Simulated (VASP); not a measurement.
# Al12H in VASP: further runs

Al12H is run at these levels: PBE+D3(BJ); tasks: single point.

Program: VASP 6.6.1. These are calculated values, not measurements. Logs are shortened: lines on timing, memory, paths and dates and some standing lists are left out, and cuts for length are marked.

### Step 1. The cell of the first run

The cell holds a slab with vacuum, 13 atoms: a = 5.631 Å, b = 5.631 Å, c = 21.668 Å, α = 90.00°, β = 90.00°, γ = 120.00°.

### Step 2. Single point, PBE+D3(BJ)

File INCAR:

```
SYSTEM = Al12H
PREC = Accurate
ENCUT = 520
EDIFF = 1E-6
ISMEAR = 0
SIGMA = 0.1
LREAL = .False.
LASPH = .True.
NELM = 60
ALGO = Normal
ISIF = 2
LWAVE = .False.
LCHARG = .True.
LDIPOL = .True.
IDIPOL = 3
DIPOL = 0.5 0.5 0.306
GGA = PE
IVDW = 12
LELF = .True.
LVHAR = .True.
LVACPOTAV = .True.
NBANDS = 30
```

File KPOINTS:

```
Automatic mesh
0
Gamma
  6 6 1
  0 0 0
```

File POSCAR:

```
Al12H
1.0
    5.6314608543      0.0000000000      0.0000000000
   -2.8157304272      4.8769881603      0.0000000000
    0.0000000000      0.0000000000     21.6684292099
Al H
12 1
Direct
    0.3333333333      0.1666666667      0.1846003677
    0.3333333333      0.6666666667      0.1846003677
    0.8333333333      0.1666666667      0.1846003677
    0.8333333333      0.6666666667      0.1846003677
    0.1666666667      0.3333333333      0.2900502825
    0.1666666667      0.8333333333      0.2900502825
    0.6666666667      0.3333333333      0.2900502825
    0.6666666667      0.8333333333      0.2900502825
    0.0000000000      0.0000000000      0.3954337957
    0.0000000000      0.5000000000      0.3954337957
    0.5000000000      0.0000000000      0.3954337957
    0.5000000000      0.5000000000      0.3954337957
    0.3333333333      0.1666666667      0.4969639980
```

Potentials or basis: VASP PAW PBE potentials, release 64 (Al, H).

Command:

```
$ cat potpaw_PBE.64/Al/POTCAR potpaw_PBE.64/H/POTCAR > POTCAR
$ mpirun -np 1 vasp_std > vasp.out
```

OUTCAR:

```text
SYSTEM = Al12H
   PREC = Accurate
   ENCUT = 520
   EDIFF = 1E-6
   ISMEAR = 0
   LREAL = .False.
   LASPH = .True.
   NELM = 60
   ISIF = 2
   GGA = PE
   IVDW = 12
 IVDW          = 12

 ion  position               nearest neighbor table
   1  0.333  0.167  0.185-   5 2.80   7 2.80   6 2.80   3 2.82   3 2.82   4 2.82   4 2.82   2 2.82
                             2 2.82
   2  0.333  0.667  0.185-   6 2.80   8 2.80   5 2.80   4 2.82   4 2.82   3 2.82   3 2.82   1 2.82
                             1 2.82
   3  0.833  0.167  0.185-   7 2.80   5 2.80   8 2.80   1 2.82   1 2.82   2 2.82   2 2.82   4 2.82
                             4 2.82
   4  0.833  0.667  0.185-   8 2.80   6 2.80   7 2.80   2 2.82   2 2.82   1 2.82   1 2.82   3 2.82
                             3 2.82
   5  0.167  0.333  0.290-  12 2.80   9 2.80  10 2.80   1 2.80   3 2.80   2 2.80   7 2.82   7 2.82
                             8 2.82   8 2.82   6 2.82   6 2.82
   6  0.167  0.833  0.290-  11 2.80  10 2.80   9 2.80   2 2.80   4 2.80   1 2.80   8 2.82   8 2.82
                             7 2.82   7 2.82   5 2.82   5 2.82
   7  0.667  0.333  0.290-  10 2.80  11 2.80  12 2.80   3 2.80   1 2.80   4 2.80   5 2.82   5 2.82
                             6 2.82   6 2.82   8 2.82   8 2.82
   8  0.667  0.833  0.290-   9 2.80  12 2.80  11 2.80   4 2.80   2 2.80   3 2.80   6 2.82   6 2.82
                             5 2.82   5 2.82   7 2.82   7 2.82
   9  0.000  0.000  0.395-   8 2.80   5 2.80   6 2.80  11 2.82  11 2.82  12 2.82  12 2.82  10 2.82
                            10 2.82
  10  0.000  0.500  0.395-   7 2.80   6 2.80   5 2.80  12 2.82  12 2.82  11 2.82  11 2.82   9 2.82
                             9 2.82
  11  0.500  0.000  0.395-   6 2.80   7 2.80   8 2.80   9 2.82   9 2.82  10 2.82  10 2.82  12 2.82
                            12 2.82
  12  0.500  0.500  0.395-   5 2.80   8 2.80   7 2.80  10 2.82  10 2.82   9 2.82   9 2.82  11 2.82
                            11 2.82
  13  0.333  0.167  0.497-

  LATTYP: Found a hexagonal cell.
 ALAT       =     5.6314608543
 C/A-ratio  =     3.8477456863

  Lattice vectors:

 A1 = (   5.6314608543,   0.0000000000,   0.0000000000)
 A2 = (  -2.8157304272,   4.8769881603,   0.0000000000)
 A3 = (   0.0000000000,   0.0000000000,  21.6684292099)

Analysis of symmetry for initial positions (statically):
=====================================================================
 Subroutine PRICEL returns:
 Original cell was already a primitive cell.

 Routine SETGRP: Setting up the symmetry group for a
 hexagonal supercell.

 Subroutine GETGRP returns: Found  6 space group operations
 (whereof  2 operations were pure point group operations)
 out of a pool of 24 trial point group operations.

The static configuration has the point symmetry C_1h.
 The point group associated with its full space group is C_3v.

Analysis of symmetry for dynamics (positions and initial velocities):
=====================================================================
 Subroutine PRICEL returns:
 Original cell was already a primitive cell.

 Routine SETGRP: Setting up the symmetry group for a
 hexagonal supercell.

 Subroutine GETGRP returns: Found  6 space group operations
 (whereof  2 operations were pure point group operations)
 out of a pool of 24 trial point group operations.

The dynamic configuration has the point symmetry C_1h.
 The point group associated with its full space group is C_3v.

 Subroutine INISYM returns: Found  6 space group operations
 (whereof  2 operations are pure point group operations),
 and found     1 'primitive' translations

----------------------------------------------------------------------------------------

                                     Primitive cell

  volume of cell :     595.1140

  direct lattice vectors                    reciprocal lattice vectors
     5.631460854  0.000000000  0.000000000     0.177573817  0.102522291  0.000000000
    -2.815730427  4.876988160  0.000000000     0.000000000  0.205044582  0.000000000
     0.000000000  0.000000000 21.668429210     0.000000000  0.000000000  0.046150092

  length of vectors
     5.631460854  5.631460854 21.668429210     0.205044582  0.205044582  0.046150092

  position of ions in fractional coordinates (direct lattice)
     0.333333333  0.166666667  0.184600368
     0.333333333  0.666666667  0.184600368
     0.833333333  0.166666667  0.184600368
     0.833333333  0.666666667  0.184600368
     0.166666667  0.333333333  0.290050282
     0.166666667  0.833333333  0.290050282
[... 44 lines left out ...]

 Subroutine IBZKPT returns following result:
 ===========================================

 Found      7 irreducible k-points:

 Following reciprocal coordinates:
            Coordinates               Weight
  0.000000  0.000000  0.000000      1.000000
  0.166667  0.000000  0.000000      6.000000
  0.333333  0.000000  0.000000      6.000000
  0.500000  0.000000  0.000000      3.000000
  0.166667  0.166667  0.000000      6.000000
  0.333333  0.166667  0.000000     12.000000
  0.333333  0.333333  0.000000      2.000000
   k-points           NKPTS =      7   k-points in BZ     NKDIM =      7   number of bands    NBANDS=     30
   number of dos      NEDOS =    301   number of ions     NIONS =     13
   total plane-waves  NPLWV = 285768
   dimension x,y,z NGX =    42 NGY =   42 NGZ =  162
   dimension x,y,z NGXF=    84 NGYF=   84 NGZF=  324
   ions per type =              12   1
   NGX,Y,Z   is equivalent  to a cutoff of  12.40, 12.40, 12.43 a.u.
   NGXF,Y,Z  is equivalent  to a cutoff of  24.80, 24.80, 24.86 a.u.
 SYSTEM =  Al12H
   PREC   = accura    normal or accurate (medium, high low for compatibility)
   ISTART =      0    job   : 0-new  1-cont  2-samecut
   ICHARG =      2    charge: 1-file 2-atom 10-const
   ISPIN  =      1    spin polarized calculation?
   LNONCOLLINEAR =      F non collinear calculations
   LSORBIT =      F    spin-orbit coupling
   LASPH  =      T    aspherical Exc in radial PAW
   ENCUT  =  520.0 eV  38.22 Ry    6.18 a.u.  10.47 10.47 40.29*2*pi/ulx,y,z
   NELM   =     60;   NELMIN=  2; NELMDL= -5     # of ELM steps
   EDIFF  = 0.1E-05   stopping-criterion for ELM
   LREAL  =      F    real-space projection
   EDIFFG = 0.1E-04   stopping-criterion for IOM
   NSW    =      0    number of steps for IOM
   IBRION =     -1    ionic relax: 0-MD 1-quasi-New 2-CG
   NFREE  =      0    steps in history (QN), initial steepest desc. (CG)
   ISIF   =      2    stress and relaxation
   ISYM   =      2    0-nonsym 1-usesym 2-fastsym
   POTIM  = 0.5000    time-step for ionic-motion
   TEBEG  =    0.0;   TEEND  =   0.0 temperature during run
   PSTRESS=    0.0 pullay stress
   NELECT =      37.0000    total number of electrons
   NUPDOWN=      -1.0000    fix difference up-down
   EMIN   =  10.00;   EMAX   =-10.00  energy-range for DOS
   EFERMI =   0.00;   METHOD = LEGACY
   ISMEAR =     0;   SIGMA  =   0.10  broadening in eV -4-tet -1-fermi 0-gaus
   EFERMI_NEDOS =   21; number of points for ismear=-14 and -15
   IALGO  =     38    algorithm
   IMIX   =      4    mixing-type and parameters
     AMIX     =   0.40;   BMIX     =  1.00
     AMIX_MAG =   1.60;   BMIX_MAG =  1.00
  volume/ion in A,a.u.               =      45.78       308.93
  Fermi-wavevector in a.u.,A,eV,Ry     =   0.648548  1.225578  5.722805  0.420614
  Thomas-Fermi vector in A             =   1.717216
   LORBIT       =      0    0 simple, 1 ext, 2 COOP (PROOUT), +10 PAW based schemes
   GGA     = PE    functional components
   LHFCALC =     F    Hartree Fock is set to
   AEXX    =    0.0000 exact exchange contribution
   IVDW    =    12    specifies the selected vdW correction
   LEPSILON=     F    determine dielectric tensor
   LRPA    =     F    only Hartree local field effects (RPA)
 non-spin polarized calculation
 Gauss-broadening in eV      SIGMA  =   0.10
  energy-cutoff  :      520.00
  volume of cell :      595.11
 maximum number of plane-waves:     16060
 NGX is ok and might be reduce to    42
   NGX = 21   NGY = 21   NGZ = 81

 dipolmoment           0.000000      0.000000     -0.071467 electrons x Angstroem

 number of electron      37.0000000 magnetization

 dipolmoment           0.000000      0.000000      0.186484 electrons x Angstroem

 Free energy of the ion-electron system (eV)
  ---------------------------------------------------
  ext. energy  EPLUGINS =         0.00000000
  ---------------------------------------------------
  free energy    TOTEN  =       -43.97704019 eV

  energy without entropy =      -43.94746541  energy(sigma->0) =      -43.96225280

 E-fermi :  -0.3048     XC(G=0):  -4.2865

 val. band max:       -0.3753167251   @ k =   0.3333   0.1667   0.0000
 cond. band min:      -0.2817514741   @ k =   0.5000   0.0000   0.0000
 fundamental gap:      0.0935652510
 Fermi energy:        -0.3047818877

 k-point     1 :       0.0000    0.0000    0.0000
  band No.  band energies     occupation
      1     -11.1754      2.00000
      2      -9.4247      2.00000
      3      -6.6881      2.00000
      4      -5.1769      2.00000
      5      -5.1567      2.00000
      6      -5.1567      2.00000
[... 220 lines left out ...]
     29       3.1518      0.00000
     30       3.1586      0.00000

------------------------ aborting loop because EDIFF is reached ----------------------------------------

 Edisp (eV)   -2.93636

 E8    (eV) :    -1.3610

  FORCE on cell =-STRESS in cart. coord.  units (eV):
  Direction    XX          YY          ZZ          XY          YZ          ZX
  --------------------------------------------------------------------------------------
  -------------------------------------------------------------------------------------
  Total      -3.34801    -3.34801    -1.01110     0.00000    -0.00000     0.00000
  in kB      -9.01358    -9.01358    -2.72211     0.00000    -0.00000     0.00000
  external pressure =       -6.92 kB  Pullay stress =        0.00 kB

 VOLUME and BASIS-vectors are now :
 -----------------------------------------------------------------------------
  energy-cutoff  :      520.00
  volume of cell :      595.11
      direct lattice vectors                 reciprocal lattice vectors
     5.631460854  0.000000000  0.000000000     0.177573817  0.102522291  0.000000000
    -2.815730427  4.876988160  0.000000000     0.000000000  0.205044582  0.000000000
     0.000000000  0.000000000 21.668429210     0.000000000  0.000000000  0.046150092

 POSITION                                       TOTAL-FORCE (eV/Angst)
 -----------------------------------------------------------------------------------
      1.40787      0.81283      4.00000         0.000000      0.000000      0.012166
     -0.00000      3.25133      4.00000        -0.064737     -0.037376     -0.158906
      4.22360      0.81283      4.00000        -0.000000      0.074752     -0.158906
      2.81573      3.25133      4.00000         0.064737     -0.037376     -0.158906
      0.00000      1.62566      6.28493        -0.000570      0.000329      0.052007
     -1.40787      4.06416      6.28493         0.000000     -0.000658      0.052007
      2.81573      1.62566      6.28493         0.000570      0.000329      0.052007
      1.40787      4.06416      6.28493         0.000000      0.000000     -0.119234
      0.00000      0.00000      8.56843         0.031839      0.018382      0.571889
     -1.40787      2.43849      8.56843         0.000000      0.000000      0.083100
      2.81573      0.00000      8.56843        -0.031839      0.018382      0.571889
      1.40787      2.43849      8.56843         0.000000     -0.036764      0.571889
      1.40787      0.81283     10.76843         0.000000      0.000000     -1.371000
 -----------------------------------------------------------------------------------
    total drift:                                0.000000     -0.000000      0.000017

  FREE ENERGIE OF THE ION-ELECTRON SYSTEM (eV)
  ---------------------------------------------------
  free  energy   TOTEN  =       -46.9133960293 eV

  energy  without entropy=      -46.8838212481  energy(sigma->0) =      -46.89860864

 vacuum level on the upper side and lower side of the slab         4.878         3.650
```

It took 2.4 min on 1 thread of AMD EPYC 9R45 (Zen 5), shared host; peak memory 0.59 GiB.

What came out:

| Item | Value |
| --- | --- |
| Free energy | -46.9134 eV |
| Largest force | 1.371 eV/Å |
| Band gap on the k mesh | zero (an odd number of electrons rules out a gap without spin polarisation) |
| Dispersion energy per atom | -0.226 eV |

Forces in eV/Å, atoms in the order of the input:
```
Al   0.000  0.000  0.012
Al  -0.065 -0.037 -0.159
Al   0.000  0.075 -0.159
Al   0.065 -0.037 -0.159
Al  -0.001  0.000  0.052
Al   0.000 -0.001  0.052
Al   0.001  0.000  0.052
Al   0.000  0.000 -0.119
Al   0.032  0.018  0.572
Al   0.000  0.000  0.083
Al  -0.032  0.018  0.572
Al   0.000 -0.037  0.572
H    0.000  0.000 -1.371
```

Levels at points of the mesh, in eV from the Fermi level:
| k point | band 14 | band 15 | band 16 | band 17 | band 18 | band 19 | band 20 | band 21 | band 22 | band 23 |
| --- | --- | --- | --- | --- | --- | --- | --- | --- | --- | --- |
| (0.00, 0.00, 0.00) | -2.85 | -2.79 | -2.79 | -1.18 | -0.37 | -0.37 | -0.18 | -0.16 | -0.16 | -0.08 |
| (0.50, 0.00, 0.00) | -1.73 | -0.60 | -0.54 | -0.38 | -0.19 | 0.02 | 0.96 | 0.99 | 1.29 | 1.38 |

### Step 3. Single point, PBE+D3(BJ)

File INCAR:

```
PREC = Accurate
ENCUT = 520
EDIFF = 1E-6
ISMEAR = 0
SIGMA = 0.1
LREAL = False
LASPH = True
NELM = 60
ALGO = Normal
ISIF = 2
LWAVE = False
LCHARG = True
LDIPOL = True
IDIPOL = 3
DIPOL = 0.5 0.5 0.306
GGA = PE
IVDW = 12
LELF = True
LVHAR = True
LVACPOTAV = True
NBANDS = 30
```

File KPOINTS:

```
Automatic mesh
0
Gamma
  6 6 1
```

Changes to POSCAR since step 2:

```diff
@@ -20,2 +20,2 @@
     0.5000000000      0.5000000000      0.3954337957
-    0.3333333333      0.1666666667      0.4969639980
+    0.0000000000      0.0000000000      0.4969639980
```

Potentials or basis: VASP PAW PBE potentials, release 64 (Al, H).

Command:

```
$ cat potpaw_PBE.64/Al/POTCAR potpaw_PBE.64/H/POTCAR > POTCAR
$ mpirun -np 1 vasp_std > vasp.out
```

Wall time 2.4 min (1 thread of AMD EPYC 9R45 (Zen 5), shared host); peak memory 0.61 GiB.

It converged, with:

| Item | Value |
| --- | --- |
| Free energy | -47.2466 eV |
| Largest force | 2.222 eV/Å |
| Band gap on the k mesh | zero (an odd number of electrons rules out a gap without spin polarisation) |
| Dispersion energy per atom | -0.226 eV |

Forces on the atoms (eV/Å):
```
Al   0.056  0.033 -0.116
Al   0.000  0.000 -0.060
Al  -0.056  0.033 -0.116
Al   0.000 -0.065 -0.116
Al   0.000  0.170  0.050
Al   0.147 -0.085  0.050
Al   0.000  0.000 -0.088
Al  -0.147 -0.085  0.050
Al   0.000  0.000  2.222
Al  -0.039 -0.023 -0.025
Al   0.000  0.046 -0.025
Al   0.039 -0.023 -0.025
H    0.000  0.000 -1.802
```

Levels at points of the mesh, in eV from the Fermi level:
```
           k point  band 16  band 17  band 18  band 19  band 20  band 21  band 22  band 23
(0.00, 0.00, 0.00)    -2.79    -1.32    -0.36    -0.36    -0.24    -0.14    -0.14     0.07
(0.50, 0.00, 0.00)    -0.54    -0.45    -0.18    -0.05     0.96     1.00     1.31     1.40
```

The gap in the log of VASP goes by the Fermi energy; the results here count the filled bands.